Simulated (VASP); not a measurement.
## HfC: single point with PBE

HfC:

```xyz
2
Lattice="0.0000 2.3250 2.3250 2.3250 0.0000 2.3250 2.3250 2.3250 0.0000" Properties=species:S:1:pos:R:3 pbc="T T T"
Hf    2.3250    2.3250    2.3250
C     0.0000    0.0000    0.0000
```

* Program: VASP 6.6.1
* Task: single point
* Functional: PBE
* Potentials or basis: VASP PAW PBE potentials, release 64 (Hf_pv, C)
* Cutoff: 520 eV
* k mesh: 6 × 6 × 6
* Occupations: gaussian, width 0.1 eV
* Spin: no spin polarisation

```json
{"Pressure": "-0.4 GPa", "Band gap on the k mesh": "zero (band 7 reaches 6.96 eV, above the bottom of band 8 at 5.60 eV)"}
```

Levels at points of the mesh, in eV from the Fermi level:
| k point | band 4 | band 5 | band 6 | band 7 | band 8 | band 9 | band 10 | band 11 |
| --- | --- | --- | --- | --- | --- | --- | --- | --- |
| (0.00, 0.00, 0.00) | -12.16 | 1.15 | 1.15 | 1.15 | 1.53 | 1.53 | 1.53 | 3.53 |
| (0.50, 0.00, 0.00) | -8.42 | -5.99 | -2.83 | -2.83 | 5.46 | 5.46 | 5.92 | 6.69 |
| (0.50, 0.50, 0.00) | -10.26 | -2.44 | -1.63 | 0.05 | 0.05 | 5.45 | 6.87 | 6.87 |

Run time: 2.5 s on 1 thread of Intel(R) Xeon(R) 6975P-C (Granite Rapids), on a shared host, peak memory 0.13 GiB.

Caveat: the k points lie up to 0.39 Å⁻¹ apart; spin-orbit coupling is left out, which moves the levels of the heavy elements.
